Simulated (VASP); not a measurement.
# Re in VASP: notebook

Re is run at these levels: PBEsol; tasks: single point.

All numbers are computed with VASP 6.6.1; they aren't measurements. Logs are shortened: lines on timing, memory, paths and dates and some standing lists are left out, and cuts for length are marked.

### Step 1. The cell of the first run

The structure is cubic, space group Fm-3m (No. 225). The conventional cell has a = 3.963 Å, b = 3.963 Å, c = 3.963 Å, α = 90.00°, β = 90.00°, γ = 90.00°. Within 3.7 Å of Re (site symmetry m-3m) lie 12 Re at 2.80 Å.

### Step 2. Single point, PBEsol (strained)

Contents of INCAR:

```
SYSTEM = Re
  PREC = Accurate
  ENCUT = 520
  EDIFF = 1E-6
  ISMEAR = 0
  SIGMA = 0.1
  LREAL = .False.
  LASPH = .True.
  NELM = 80
  ALGO = Normal
  ISIF = 2
  LWAVE = .False.
  LCHARG = .False.
  GGA = PS
  NBANDS = 10
```

Contents of KPOINTS:

```
regular mesh
0
Gamma
  18 18 18
  0 0 0
```

Contents of POSCAR:

```
Re
1.0
    0.0000000000      1.9812805000      1.9812805000
    1.9812805000      0.0000000000      1.9812805000
    1.9812805000      1.9812805000      0.0000000000
Re
1
Direct
    0.0000000000      0.0000000000      0.0000000000
```

Potentials or basis: VASP PAW PBE potentials, release 64 (Re).

Command:

```bash
cat potpaw_PBE.64/Re/POTCAR > POTCAR
mpirun -np 1 vasp_std > vasp.out
```

OUTCAR:

```text
SYSTEM = Re
   PREC = Accurate
   ENCUT = 520
   EDIFF = 1E-6
   ISMEAR = 0
   LREAL = .False.
   LASPH = .True.
   NELM = 80
   ISIF = 2
   GGA = PS

 ion  position               nearest neighbor table
   1  0.000  0.000  0.000-

  LATTYP: Found a face centered cubic cell.
 ALAT       =     3.9625610000

  Lattice vectors:

 A1 = (   0.0000000000,   1.9812805000,   1.9812805000)
 A2 = (   1.9812805000,   0.0000000000,   1.9812805000)
 A3 = (   1.9812805000,   1.9812805000,   0.0000000000)

Analysis of symmetry for initial positions (statically):
=====================================================================
 Subroutine PRICEL returns:
 Original cell was already a primitive cell.

 Routine SETGRP: Setting up the symmetry group for a
 face centered cubic supercell.

 Subroutine GETGRP returns: Found 48 space group operations
[... 9 lines left out ...]

 Routine SETGRP: Setting up the symmetry group for a
 face centered cubic supercell.

 Subroutine GETGRP returns: Found 48 space group operations
[... 11 lines left out ...]
                                     Primitive cell

  volume of cell :      15.5549

  direct lattice vectors                    reciprocal lattice vectors
     0.000000000  1.981280500  1.981280500    -0.252362046  0.252362046  0.252362046
     1.981280500  0.000000000  1.981280500     0.252362046 -0.252362046  0.252362046
     1.981280500  1.981280500  0.000000000     0.252362046  0.252362046 -0.252362046

  length of vectors
     2.801953754  2.801953754  2.801953754     0.437103885  0.437103885  0.437103885

  position of ions in fractional coordinates (direct lattice)
     0.000000000  0.000000000  0.000000000

  ion indices of the primitive-cell ions
   primitive index   ion index
                 1           1

----------------------------------------------------------------------------------------

 KPOINTS: regular mesh

Automatic generation of k-mesh.
 Grid dimensions read from file:
 generate k-points for:   18   18   18

 Generating k-lattice:

  Cartesian coordinates                     Fractional coordinates (reciprocal lattice)
    -0.014020114  0.014020114  0.014020114     0.055555556  0.000000000  0.000000000
     0.014020114 -0.014020114  0.014020114     0.000000000  0.055555556  0.000000000
     0.014020114  0.014020114 -0.014020114     0.000000000  0.000000000  0.055555556

  Length of vectors
     0.024283549  0.024283549  0.024283549

  Shift w.r.t. Gamma in fractional coordinates (k-lattice)
[... 50 lines left out ...]
   ENCUT  =  520.0 eV  38.22 Ry    6.18 a.u.   5.21  5.21  5.21*2*pi/ulx,y,z
   NELM   =     80;   NELMIN=  2; NELMDL= -5     # of ELM steps
   EDIFF  = 0.1E-05   stopping-criterion for ELM
   LREAL  =      F    real-space projection
   EDIFFG = 0.1E-04   stopping-criterion for IOM
   NSW    =      0    number of steps for IOM
   IBRION =     -1    ionic relax: 0-MD 1-quasi-New 2-CG
   NFREE  =      0    steps in history (QN), initial steepest desc. (CG)
   ISIF   =      2    stress and relaxation
   ISYM   =      2    0-nonsym 1-usesym 2-fastsym
   POTIM  = 0.5000    time-step for ionic-motion
   TEBEG  =    0.0;   TEEND  =   0.0 temperature during run
   PSTRESS=    0.0 pullay stress
   NELECT =       7.0000    total number of electrons
   NUPDOWN=      -1.0000    fix difference up-down
   EMIN   =  10.00;   EMAX   =-10.00  energy-range for DOS
   EFERMI =   0.00;   METHOD = LEGACY
   ISMEAR =     0;   SIGMA  =   0.10  broadening in eV -4-tet -1-fermi 0-gaus
   EFERMI_NEDOS =   21; number of points for ismear=-14 and -15
   IALGO  =     38    algorithm
   IMIX   =      4    mixing-type and parameters
     AMIX     =   0.40;   BMIX     =  1.00
     AMIX_MAG =   1.60;   BMIX_MAG =  1.00
  volume/ion in A,a.u.               =      15.55       104.97
  Fermi-wavevector in a.u.,A,eV,Ry     =   1.254541  2.370739 21.413846  1.573873
  Thomas-Fermi vector in A             =   2.388341
   LORBIT       =      0    0 simple, 1 ext, 2 COOP (PROOUT), +10 PAW based schemes
   GGA     = PS    functional components
   LHFCALC =     F    Hartree Fock is set to
   AEXX    =    0.0000 exact exchange contribution
   IVDW    =     0    specifies the selected vdW correction
   LEPSILON=     F    determine dielectric tensor
   LRPA    =     F    only Hartree local field effects (RPA)
 non-spin polarized calculation
 Gauss-broadening in eV      SIGMA  =   0.10
  energy-cutoff  :      520.00
  volume of cell :       15.55
 maximum number of plane-waves:       444
 NGX is ok and might be reduce to    24
   NGX = 11   NGY = 11   NGZ = 11

 number of electron       7.0000000 magnetization

 Free energy of the ion-electron system (eV)
  ---------------------------------------------------
  ext. energy  EPLUGINS =         0.00000000
  ---------------------------------------------------
  free energy    TOTEN  =       -13.23485639 eV

  energy without entropy =      -13.23025599  energy(sigma->0) =      -13.23255619

 E-fermi :   7.2884     XC(G=0): -13.5190

 val. band max:        7.2747650850   @ k =   0.4444   0.2222   0.0000
 cond. band min:       7.3359355962   @ k =  -0.4444   0.2778   0.1111
 fundamental gap:      0.0611705113
 Fermi energy:         7.2883817288

 k-point     1 :       0.0000    0.0000    0.0000
  band No.  band energies     occupation
      1      -2.4628      2.00000
      2       5.5309      2.00000
      3       5.5309      2.00000
      4       5.5309      2.00000
      5       8.4574      0.00000
      6       8.4574      0.00000
      7      21.2046      0.00000
      8      26.5183      0.00000
      9      26.5183      0.00000
     10      26.5183      0.00000
[... 287 lines left out ...]
 k-point    24 :      -0.2222    0.0556    0.0000
  band No.  band energies     occupation
      1      -0.2541      2.00000
      2       4.6186      2.00000
      3       5.9586      2.00000
      4       6.0860      2.00000
      5       8.0788      0.00000
      6       9.0400      0.00000
      7      21.3650      0.00000
      8      24.5563      0.00000
      9      29.1080      0.00000
     10      30.2280      0.00000

 [... further k-points ...]
[... 5 lines left out ...]
  --------------------------------------------------------------------------------------
  -------------------------------------------------------------------------------------
  Total       -2.1118436     -2.1118436     -2.1118436      0.0000000      0.0000000     -0.0000000
  in kB     -217.5226251   -217.5226251   -217.5226251      0.0000000      0.0000000     -0.0000000
  external PRESSURE =    -217.5226251 kB  Pullay stress =       0.0000000 kB

 VOLUME and BASIS-vectors are now :
 -----------------------------------------------------------------------------
  energy-cutoff  :      520.00
  volume of cell :       15.55
      direct lattice vectors                 reciprocal lattice vectors
     0.000000000  1.981280500  1.981280500    -0.252362046  0.252362046  0.252362046
     1.981280500  0.000000000  1.981280500     0.252362046 -0.252362046  0.252362046
     1.981280500  1.981280500  0.000000000     0.252362046  0.252362046 -0.252362046

 POSITION                                       TOTAL-FORCE (eV/Angst)
 -----------------------------------------------------------------------------------
      0.00000      0.00000      0.00000         0.000000      0.000000      0.000000
 -----------------------------------------------------------------------------------
    total drift:                               -0.000000     -0.000000     -0.000000

  FREE ENERGIE OF THE ION-ELECTRON SYSTEM (eV)
  ---------------------------------------------------
  free  energy   TOTEN  =       -13.2348563874 eV

  energy  without entropy=      -13.2302559860  energy(sigma->0) =      -13.23255619
```

OSZICAR:

```text
N       E                     dE             d eps       ncg     rms          rms(c)
DAV:   1     0.401968982249E+01    0.40197E+01   -0.33780E+03  6086   0.768E+02
DAV:   2    -0.135636965121E+02   -0.17583E+02   -0.16111E+02  6000   0.161E+02
DAV:   3    -0.140494704720E+02   -0.48577E+00   -0.47079E+00  6330   0.474E+01
DAV:   4    -0.140539356401E+02   -0.44652E-02   -0.44608E-02  6370   0.204E+00
DAV:   5    -0.140539460536E+02   -0.10414E-04   -0.10412E-04  5818   0.438E-02    0.282E+01
DAV:   6    -0.134366666803E+02    0.61728E+00   -0.58413E-01  6136   0.198E+01    0.106E+01
DAV:   7    -0.132424339704E+02    0.19423E+00   -0.38810E-01  6204   0.153E+01    0.952E-01
DAV:   8    -0.132352686427E+02    0.71653E-02   -0.42789E-03  6008   0.622E-01    0.204E-01
DAV:   9    -0.132348506412E+02    0.41800E-03   -0.32100E-04  5816   0.151E-01    0.217E-02
DAV:  10    -0.132348562680E+02   -0.56269E-05   -0.14374E-05  5158   0.310E-02    0.436E-03
DAV:  11    -0.132348563874E+02   -0.11936E-06   -0.16362E-07  3174   0.931E-03
   1 F= -.13234856E+02 E0= -.13232556E+02  d E =-.460040E-02
```

stdout:

```text
POSCAR found type information on POSCAR Re
 POSCAR found :  1 types and       1 ions
 scaLAPACK will be used
 -----------------------------------------------------------------------------
|                                                                             |
|                                                                             |
|     You enforced a specific xc type in the INCAR file but a different       |
|     I HOPE YOU KNOW WHAT YOU ARE DOING!                                     |
|                                                                             |
 -----------------------------------------------------------------------------

 LDA part: xc-table for (Slater+PW92), standard interpolation
 POSCAR, INCAR and KPOINTS ok, starting setup
 FFT: planning ... GRIDC
 FFT: planning ... GRID_SOFT
 FFT: planning ... GRID
 WAVECAR not read
 entering main loop
```

Run time: 10 s. Hardware: 1 thread of Intel Xeon 6975P-C (Granite Rapids), shared host; peak memory 0.16 GiB.

Results:

```yaml
Free_energy: -13.2349 eV
Pressure: -21.8 GPa
```

Levels at points of the mesh, in eV from the Fermi level:
| k point | band 1 | band 2 | band 3 | band 4 | band 5 | band 6 | band 7 | band 8 | band 9 |
| --- | --- | --- | --- | --- | --- | --- | --- | --- | --- |
| (0.00, 0.00, 0.00) | -9.75 | -1.76 | -1.76 | -1.76 | 1.17 | 1.17 | 13.92 | 19.23 | 19.23 |
| (0.50, 0.00, 0.00) | -6.48 | -1.95 | -1.95 | 0.15 | 3.52 | 3.52 | 9.17 | 13.39 | 19.50 |
| (0.50, 0.50, 0.00) | -6.35 | -5.51 | 2.59 | 3.46 | 4.21 | 4.21 | 11.85 | 11.85 | 12.02 |

Caveat: the cell differs from its parent crystal (strained); the PAW data sets were made with another functional, which shifts forces and pressure a little; spin-orbit coupling is left out, which moves the levels of the heavy elements.

### Step 3. Single point, PBEsol (strained)

Contents of INCAR:

```
ALGO = Fast ; EDIFF = 1E-6
ENCUT = 520 ; GGA = PS
ISIF = 2 ; ISMEAR = 0
ISYM = 0 ; LASPH = T
LCHARG = F ; LREAL = F
LWAVE = F ; NBANDS = 10
NELM = 60 ; PREC = Accurate
SIGMA = 0.1
```

Contents of KPOINTS:

```
k-points
0
Gamma
  18 16 18
```

Contents of POSCAR:

```
Re
1.0
    0.0000000000      1.9092325000      1.9092325000
    1.9882325000     -0.0790000000      1.9882325000
    1.9092325000      1.9092325000      0.0000000000
Re
1
Direct
    0.0000000000      0.0000000000      0.0000000000
```

Potentials or basis: VASP PAW PBE potentials, release 64 (Re).

Command:

```bash
cat potpaw_PBE.64/Re/POTCAR > POTCAR
mpirun -np 1 vasp_std > vasp.out
```

OUTCAR:

```text
EDIFF = 1E-6
   ENCUT = 520
   GGA = PS
   ISIF = 2
   ISMEAR = 0
   ISYM = 0
   LASPH = T
   LREAL = F
   NELM = 60
   PREC = Accurate

 ion  position               nearest neighbor table
   1  0.000  0.000  0.000-

IMPORTANT INFORMATION: All symmetrisations will be switched off!
NOSYMM: (Re-)initialisation of all symmetry stuff for point group C_1.

----------------------------------------------------------------------------------------

                                     Primitive cell

  volume of cell :      14.7829

  direct lattice vectors                    reciprocal lattice vectors
     0.000000000  1.909232500  1.909232500    -0.256783842  0.256783842  0.266986836
     1.988232500 -0.079000000  1.988232500     0.246580848 -0.246580848  0.246580848
     1.909232500  1.909232500  0.000000000     0.266986836  0.256783842 -0.256783842

  length of vectors
     2.700062495  2.812894941  2.700062495     0.450730355  0.427090557  0.450730355

  position of ions in fractional coordinates (direct lattice)
     0.000000000  0.000000000  0.000000000

  ion indices of the primitive-cell ions
   primitive index   ion index
                 1           1
[... 142 lines left out ...]

 E-fermi :   7.9501     XC(G=0): -13.7908

 val. band max:        7.9477141793   @ k =   0.4444   0.0000   0.0000
 cond. band min:       7.9519617507   @ k =   0.1667   0.0000   0.2222
 fundamental gap:      0.0042475713
 Fermi energy:         7.9500544556

 k-point     1 :       0.0000    0.0000    0.0000
  band No.  band energies     occupation
      1      -2.1978      2.00000
      2       5.2942      2.00000
      3       6.3351      2.00000
      4       6.3357      2.00000
      5       9.2662      0.00000
      6       9.2665      0.00000
      7      21.8266      0.00000
      8      26.4249      0.00000
      9      28.1192      0.00000
     10      28.1201      0.00000
[... 287 lines left out ...]
 k-point    24 :      -0.2778    0.0625    0.0000
  band No.  band energies     occupation
      1       0.8247      2.00000
      2       5.4225      2.00000
      3       5.6722      2.00000
      4       7.0023      2.00000
      5       9.5162      0.00000
      6      10.2030      0.00000
      7      21.1294      0.00000
      8      25.3514      0.00000
      9      29.4256      0.00000
     10      32.1761      0.00000

 [... further k-points ...]
[... 5 lines left out ...]
  --------------------------------------------------------------------------------------
  -------------------------------------------------------------------------------------
  Total       -0.3025826     -0.2827769     -0.3025744      0.8385682      0.8385660     -0.8542423
  in kB      -32.7941404    -30.6475823    -32.7932499     90.8846780     90.8844377    -92.5834536
  external PRESSURE =     -32.0783242 kB  Pullay stress =       0.0000000 kB

 VOLUME and BASIS-vectors are now :
 -----------------------------------------------------------------------------
  energy-cutoff  :      520.00
  volume of cell :       14.78
      direct lattice vectors                 reciprocal lattice vectors
     0.000000000  1.909232500  1.909232500    -0.256783842  0.256783842  0.266986836
     1.988232500 -0.079000000  1.988232500     0.246580848 -0.246580848  0.246580848
     1.909232500  1.909232500  0.000000000     0.266986836  0.256783842 -0.256783842

 POSITION                                       TOTAL-FORCE (eV/Angst)
 -----------------------------------------------------------------------------------
      0.00000      0.00000      0.00000        -0.000003     -0.000000     -0.000000
 -----------------------------------------------------------------------------------
    total drift:                               -0.000003     -0.000000     -0.000000

  FREE ENERGIE OF THE ION-ELECTRON SYSTEM (eV)
  ---------------------------------------------------
  free  energy   TOTEN  =       -13.2517116914 eV

  energy  without entropy=      -13.2475198446  energy(sigma->0) =      -13.24961577
```

Run time: 2.7 min. Hardware: 1 thread of Intel Xeon 6975P-C (Granite Rapids), shared host; peak memory 0.49 GiB.

What came out:

* Free energy: -13.2517 eV
* Pressure: -3.2 GPa

Stress tensor (GPa, compression positive):
```
-3.28  9.09 -9.26
 9.09 -3.06  9.09
-9.26  9.09 -3.28
```

Levels at points of the mesh, in eV from the Fermi level:
```tsv
k point	band 2	band 3	band 4	band 5	band 6	band 7
(0.00, 0.00, 0.00)	-2.66	-1.61	-1.61	1.32	1.32	13.88
(0.50, 0.00, 0.00)	-2.77	-1.62	0.42	3.32	4.32	10.27
(0.00, 0.50, 0.00)	-1.94	-1.94	-0.44	3.59	3.60	8.97
(0.50, 0.50, 0.00)	-5.97	2.79	3.58	4.45	4.73	11.56
(0.00, 0.00, 0.50)	-2.77	-1.62	0.42	3.32	4.32	10.27
(0.50, 0.00, 0.50)	-5.97	2.79	3.58	4.45	4.73	11.56
(0.00, 0.50, 0.50)	-5.97	2.79	3.58	4.45	4.73	11.56
(0.50, 0.50, 0.50)	-2.77	-1.62	0.42	3.32	4.32	10.27
```

Caveat: the cell differs from its parent crystal (strained); the PAW data sets were made with another functional, which shifts forces and pressure a little; spin-orbit coupling is left out, which moves the levels of the heavy elements.
